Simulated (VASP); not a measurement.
# InSe in VASP: single point with PBE+D3(BJ)

Aim: the single point of InSe with PBE+D3(BJ).

Program: VASP 6.6.1. These are calculated values, not measurements. Logs are shortened: lines on timing, memory, paths and dates and some standing lists are left out, and cuts for length are marked.

### Step 1. The cell of the first run

The cell holds a slab with vacuum, 8 atoms: a = 4.000 Å, b = 4.000 Å, c = 33.668 Å, α = 90.00°, β = 90.00°, γ = 120.00°.

### Step 2. Single point, PBE+D3(BJ)

INCAR reads:

```
SYSTEM = InSe
PREC     = Accurate       ! precision mode
ENCUT    = 520            ! plane-wave cutoff, eV
EDIFF    = 1E-6           ! SCF threshold, eV
ISMEAR   = 0              ! smearing method
SIGMA    = 0.05           ! smearing width, eV
LREAL    = .FALSE.        ! projectors in reciprocal space
LASPH    = .TRUE.         ! aspherical terms in the spheres
NELM     = 60             ! most SCF steps
ALGO     = Normal         ! electronic algorithm
ISIF     = 2              ! what is computed and relaxed
LWAVE    = .FALSE.        ! write WAVECAR
LCHARG   = .FALSE.        ! write CHGCAR
LDIPOL   = .TRUE.       
IDIPOL   = 3            
DIPOL    = 0.5 0.5 0.500
GGA      = PE             ! functional
IVDW     = 12             ! dispersion correction
NBANDS   = 48             ! bands
```

KPOINTS reads:

```
Automatic mesh
0
G
  9 9 1
  0 0 0
```

POSCAR reads:

```
InSe
1.0
    3.9999993006      0.0000000000      0.0000000000
   -1.9999996503      3.4641010095      0.0000000000
    0.0000000000      0.0000000000     33.6684469717
Se In
4 4
Direct
    0.0000000000      0.0000000000      0.2959069371
    0.0000000000      0.0000000000      0.4562988166
    0.6666666667      0.3333333333      0.5437268022
    0.6666666667      0.3333333333      0.7040706509
    0.6666666667      0.3333333333      0.3347122384
    0.6666666667      0.3333333333      0.4175975819
    0.3333333333      0.6666666667      0.5823754034
    0.3333333333      0.6666666667      0.6652621694
```

Potentials or basis: VASP PAW PBE potentials, release 64 (Se, In_d).

Command:

```sh
cat potpaw_PBE.64/Se/POTCAR potpaw_PBE.64/In_d/POTCAR > POTCAR
mpirun -np 1 vasp_std > vasp.out
```

OUTCAR:

```text
SYSTEM = InSe
   PREC = Accurate
   ENCUT = 520
   EDIFF = 1E-6
   ISMEAR = 0
   LREAL = .FALSE.
   LASPH = .TRUE.
   NELM = 60
   ISIF = 2
   GGA = PE
   IVDW = 12
 IVDW          = 12

 ion  position               nearest neighbor table
   1  0.000  0.000  0.296-   5 2.65   5 2.65   5 2.65
   2  0.000  0.000  0.456-   6 2.65   6 2.65   6 2.65
   3  0.667  0.333  0.544-   7 2.65   7 2.65   7 2.65
   4  0.667  0.333  0.704-   8 2.65   8 2.65   8 2.65
   5  0.667  0.333  0.335-   1 2.65   1 2.65   1 2.65   6 2.79
   6  0.667  0.333  0.418-   2 2.65   2 2.65   2 2.65   5 2.79
   7  0.333  0.667  0.582-   3 2.65   3 2.65   3 2.65   8 2.79
   8  0.333  0.667  0.665-   4 2.65   4 2.65   4 2.65   7 2.79

  LATTYP: Found a hexagonal cell.
 ALAT       =     3.9999993006
 C/A-ratio  =     8.4171132147

  Lattice vectors:

 A1 = (   3.9999993006,   0.0000000000,   0.0000000000)
 A2 = (  -1.9999996503,   3.4641010095,   0.0000000000)
 A3 = (   0.0000000000,   0.0000000000,  33.6684469717)

Analysis of symmetry for initial positions (statically):
=====================================================================
 Subroutine PRICEL returns:
 Original cell was already a primitive cell.

 Routine SETGRP: Setting up the symmetry group for a
 hexagonal supercell.

 Subroutine GETGRP returns: Found  6 space group operations
 (whereof  6 operations were pure point group operations)
 out of a pool of 24 trial point group operations.

The static configuration has the point symmetry C_3v.

Analysis of symmetry for dynamics (positions and initial velocities):
=====================================================================
 Subroutine PRICEL returns:
 Original cell was already a primitive cell.

 Routine SETGRP: Setting up the symmetry group for a
 hexagonal supercell.

 Subroutine GETGRP returns: Found  6 space group operations
 (whereof  6 operations were pure point group operations)
 out of a pool of 24 trial point group operations.

The dynamic configuration has the point symmetry C_3v.

 Subroutine INISYM returns: Found  6 space group operations
 (whereof  6 operations are pure point group operations),
 and found     1 'primitive' translations

----------------------------------------------------------------------------------------

                                     Primitive cell

  volume of cell :     466.5235

  direct lattice vectors                    reciprocal lattice vectors
     3.999999301  0.000000000  0.000000000     0.250000044  0.144337593  0.000000000
    -1.999999650  3.464101010  0.000000000     0.000000000  0.288675185  0.000000000
     0.000000000  0.000000000 33.668446972     0.000000000  0.000000000  0.029701400

  length of vectors
     3.999999301  3.999999301 33.668446972     0.288675185  0.288675185  0.029701400

  position of ions in fractional coordinates (direct lattice)
     0.000000000  0.000000000  0.295906937
     0.000000000  0.000000000  0.456298817
     0.666666667  0.333333333  0.543726802
     0.666666667  0.333333333  0.704070651
     0.666666667  0.333333333  0.334712238
     0.666666667  0.333333333  0.417597582
     0.333333333  0.666666667  0.582375403
     0.333333333  0.666666667  0.665262169

  ion indices of the primitive-cell ions
   primitive index   ion index
                 1           1
                 2           2
                 3           3
                 4           4
                 5           5
                 6           6
                 7           7
                 8           8

----------------------------------------------------------------------------------------

 KPOINTS: Automatic mesh

Automatic generation of k-mesh.
 Grid dimensions read from file:
 generate k-points for:    9    9    1

 Generating k-lattice:

  Cartesian coordinates                     Fractional coordinates (reciprocal lattice)
     0.027777783  0.016037510  0.000000000     0.111111111 -0.000000000  0.000000000
     0.000000000  0.032075021  0.000000000     0.000000000  0.111111111  0.000000000
     0.000000000  0.000000000  0.029701400     0.000000000  0.000000000  1.000000000

  Length of vectors
     0.032075021  0.032075021  0.029701400

  Shift w.r.t. Gamma in fractional coordinates (k-lattice)
     0.000000000  0.000000000  0.000000000

 Subroutine IBZKPT returns following result:
 ===========================================

 Found     12 irreducible k-points:

 Following reciprocal coordinates:
            Coordinates               Weight
  0.000000  0.000000  0.000000      1.000000
  0.111111  0.000000  0.000000      6.000000
  0.222222  0.000000  0.000000      6.000000
  0.333333  0.000000  0.000000      6.000000
  0.444444  0.000000  0.000000      6.000000
  0.111111  0.111111  0.000000      6.000000
  0.222222  0.111111  0.000000     12.000000
  0.333333  0.111111  0.000000     12.000000
  0.444444  0.111111  0.000000      6.000000
  0.222222  0.222222  0.000000      6.000000
  0.333333  0.222222  0.000000     12.000000
  0.333333  0.333333  0.000000      2.000000
   k-points           NKPTS =     12   k-points in BZ     NKDIM =     12   number of bands    NBANDS=     48
   number of dos      NEDOS =    301   number of ions     NIONS =      8
   total plane-waves  NPLWV = 225000
   dimension x,y,z NGX =    30 NGY =   30 NGZ =  250
   dimension x,y,z NGXF=    60 NGYF=   60 NGZF=  500
   ions per type =               4   4
   NGX,Y,Z   is equivalent  to a cutoff of  12.47, 12.47, 12.34 a.u.
   NGXF,Y,Z  is equivalent  to a cutoff of  24.94, 24.94, 24.69 a.u.
 SYSTEM =  InSe
   PREC   = accura    normal or accurate (medium, high low for compatibility)
   ISTART =      0    job   : 0-new  1-cont  2-samecut
   ICHARG =      2    charge: 1-file 2-atom 10-const
   ISPIN  =      1    spin polarized calculation?
   LNONCOLLINEAR =      F non collinear calculations
   LSORBIT =      F    spin-orbit coupling
   LASPH  =      T    aspherical Exc in radial PAW
   ENCUT  =  520.0 eV  38.22 Ry    6.18 a.u.   7.44  7.44 62.60*2*pi/ulx,y,z
   NELM   =     60;   NELMIN=  2; NELMDL= -5     # of ELM steps
   EDIFF  = 0.1E-05   stopping-criterion for ELM
   LREAL  =      F    real-space projection
   EDIFFG = 0.1E-04   stopping-criterion for IOM
   NSW    =      0    number of steps for IOM
   IBRION =     -1    ionic relax: 0-MD 1-quasi-New 2-CG
   NFREE  =      0    steps in history (QN), initial steepest desc. (CG)
   ISIF   =      2    stress and relaxation
   ISYM   =      2    0-nonsym 1-usesym 2-fastsym
   POTIM  = 0.5000    time-step for ionic-motion
   TEBEG  =    0.0;   TEEND  =   0.0 temperature during run
   PSTRESS=    0.0 pullay stress
   NELECT =      76.0000    total number of electrons
   NUPDOWN=      -1.0000    fix difference up-down
   EMIN   =  10.00;   EMAX   =-10.00  energy-range for DOS
   EFERMI =   0.00;   METHOD = LEGACY
   ISMEAR =     0;   SIGMA  =   0.05  broadening in eV -4-tet -1-fermi 0-gaus
   EFERMI_NEDOS =   21; number of points for ismear=-14 and -15
   IALGO  =     38    algorithm
   IMIX   =      4    mixing-type and parameters
     AMIX     =   0.40;   BMIX     =  1.00
     AMIX_MAG =   1.60;   BMIX_MAG =  1.00
  volume/ion in A,a.u.               =      58.32       393.53
  Fermi-wavevector in a.u.,A,eV,Ry     =   0.894104  1.689612 10.876803  0.799422
  Thomas-Fermi vector in A             =   2.016267
   LORBIT       =      0    0 simple, 1 ext, 2 COOP (PROOUT), +10 PAW based schemes
   GGA     = PE    functional components
   LHFCALC =     F    Hartree Fock is set to
   AEXX    =    0.0000 exact exchange contribution
   IVDW    =    12    specifies the selected vdW correction
   LEPSILON=     F    determine dielectric tensor
   LRPA    =     F    only Hartree local field effects (RPA)
 non-spin polarized calculation
 Gauss-broadening in eV      SIGMA  =   0.05
  energy-cutoff  :      520.00
  volume of cell :      466.52
 maximum number of plane-waves:     12639
 NGX is ok and might be reduce to    30
   NGX = 15   NGY = 15   NGZ =125

 number of electron      75.9999984 magnetization

 dipolmoment           0.000000      0.000000      0.000715 electrons x Angstroem

 Free energy of the ion-electron system (eV)
  ---------------------------------------------------
  ext. energy  EPLUGINS =         0.00000000
  ---------------------------------------------------
  free energy    TOTEN  =       -28.32269892 eV

  energy without entropy =      -28.32269892  energy(sigma->0) =      -28.32269892

 E-fermi :  -0.7556     XC(G=0):  -4.7766

 val. band max:       -0.9865860650   @ k =   0.1111   0.0000   0.0000
 cond. band min:       0.1533405709   @ k =   0.0000   0.0000   0.0000
 fundamental gap:      1.1399266359
 Fermi energy:        -0.7556075111

 k-point     1 :       0.0000    0.0000    0.0000
  band No.  band energies     occupation
      1     -15.3516      2.00000
      2     -15.3410      2.00000
      3     -15.1679      2.00000
      4     -15.1679      2.00000
      5     -15.1574      2.00000
      6     -15.1574      2.00000
[... 40 lines left out ...]
     47       4.2656      0.00000
     48       4.2829      0.00000

 k-point     2 :       0.1111    0.0000    0.0000
  band No.  band energies     occupation
      1     -15.3513      2.00000
      2     -15.3407      2.00000
      3     -15.2118      2.00000
      4     -15.2004      2.00000
      5     -15.1659      2.00000
      6     -15.1553      2.00000
[... 40 lines left out ...]
     47       4.2975      0.00000
     48       4.3636      0.00000

 k-point     3 :       0.2222    0.0000    0.0000
  band No.  band energies     occupation
      1     -15.3686      2.00000
      2     -15.3580      2.00000
      3     -15.2817      2.00000
      4     -15.2692      2.00000
      5     -15.2294      2.00000
      6     -15.2176      2.00000
[... 40 lines left out ...]
     47       4.0114      0.00000
     48       4.0997      0.00000

 k-point     4 :       0.3333    0.0000    0.0000
  band No.  band energies     occupation
      1     -15.4294      2.00000
      2     -15.4174      2.00000
      3     -15.3167      2.00000
      4     -15.3048      2.00000
      5     -15.2951      2.00000
      6     -15.2845      2.00000
[... 346 lines left out ...]
     47       4.3067      0.00000
     48       4.4288      0.00000

 k-point    11 :       0.3333    0.2222    0.0000
  band No.  band energies     occupation
      1     -15.4722      2.00000
      2     -15.4620      2.00000
      3     -15.3697      2.00000
      4     -15.3591      2.00000
      5     -15.2927      2.00000
      6     -15.2819      2.00000
[... 40 lines left out ...]
     47       4.4926      0.00000
     48       4.5894      0.00000

 k-point    12 :       0.3333    0.3333    0.0000
  band No.  band energies     occupation
      1     -15.4764      2.00000
      2     -15.4671      2.00000
      3     -15.3767      2.00000
      4     -15.3665      2.00000
      5     -15.2917      2.00000
      6     -15.2808      2.00000
[... 40 lines left out ...]
     47       5.1488      0.00000
     48       5.1731      0.00000

------------------------ aborting loop because EDIFF is reached ----------------------------------------

 vacuum level on the upper side and lower side of the slab       (xc-potential included)        -0.141        -0.150

 Edisp (eV)   -2.10891

 E8    (eV) :    -0.9906

  FORCE on cell =-STRESS in cart. coord.  units (eV):
  Direction    XX          YY          ZZ          XY          YZ          ZX
  --------------------------------------------------------------------------------------
  -------------------------------------------------------------------------------------
  Total       1.05951     1.05951     0.23594    -0.00000     0.00000     0.00000
  in kB       3.63865     3.63865     0.81029    -0.00000     0.00000     0.00000
  external pressure =        2.70 kB  Pullay stress =        0.00 kB

 VOLUME and BASIS-vectors are now :
 -----------------------------------------------------------------------------
  energy-cutoff  :      520.00
  volume of cell :      466.52
      direct lattice vectors                 reciprocal lattice vectors
     3.999999301  0.000000000  0.000000000     0.250000044  0.144337593  0.000000000
    -1.999999650  3.464101010  0.000000000     0.000000000  0.288675185  0.000000000
     0.000000000  0.000000000 33.668446972     0.000000000  0.000000000  0.029701400

 POSITION                                       TOTAL-FORCE (eV/Angst)
 -----------------------------------------------------------------------------------
      0.00000      0.00000      9.96273        -0.000000     -0.000000     -0.034753
      0.00000      0.00000     15.36287        -0.000000     -0.000000      0.026777
      2.00000      1.15470     18.30644        -0.000000     -0.000000     -0.025998
      2.00000      1.15470     23.70497         0.000000     -0.000000      0.034449
      2.00000      1.15470     11.26924        -0.000000      0.000000      0.025668
      2.00000      1.15470     14.05986         0.000000     -0.000000     -0.030187
     -0.00000      2.30940     19.60768         0.000000     -0.000000      0.029667
     -0.00000      2.30940     22.39834        -0.000000     -0.000000     -0.025624
 -----------------------------------------------------------------------------------
    total drift:                               -0.000001      0.000000     -0.000370

  FREE ENERGIE OF THE ION-ELECTRON SYSTEM (eV)
  ---------------------------------------------------
  free  energy   TOTEN  =       -30.4316102271 eV

  energy  without entropy=      -30.4316102271  energy(sigma->0) =      -30.43161023

 vacuum level on the upper side and lower side of the slab         4.525         4.516
```

Wall time 5.5 min (1 thread of Intel Xeon Platinum 8559C (Emerald Rapids), shared host); peak memory 0.61 GiB.

Results:

| Property | Result |
| --- | --- |
| Free energy | -30.4316 eV |
| Largest force | 0.035 eV/Å |
| Band gap on the k mesh | 1.14 eV (least direct gap 1.21 eV) |
| Dispersion energy per atom | -0.264 eV |

Forces in eV/Å, atoms in the order of the input:
```
Se   0.000  0.000 -0.035
Se   0.000  0.000  0.027
Se   0.000  0.000 -0.026
Se   0.000  0.000  0.034
In   0.000  0.000  0.026
In   0.000  0.000 -0.030
In   0.000  0.000  0.030
In   0.000  0.000 -0.026
```

Levels at points of the mesh, in eV from the valence-band top:
```csv
k point,band 34,band 35,band 36,band 37,band 38,band 39,band 40,band 41,band 42,band 43
"(0.00, 0.00, 0.00)",-0.70,-0.70,-0.65,-0.65,-0.07,1.14,1.85,2.58,2.66,4.77
```

Caveat: spin-orbit coupling is left out, which moves the levels of the heavy elements.
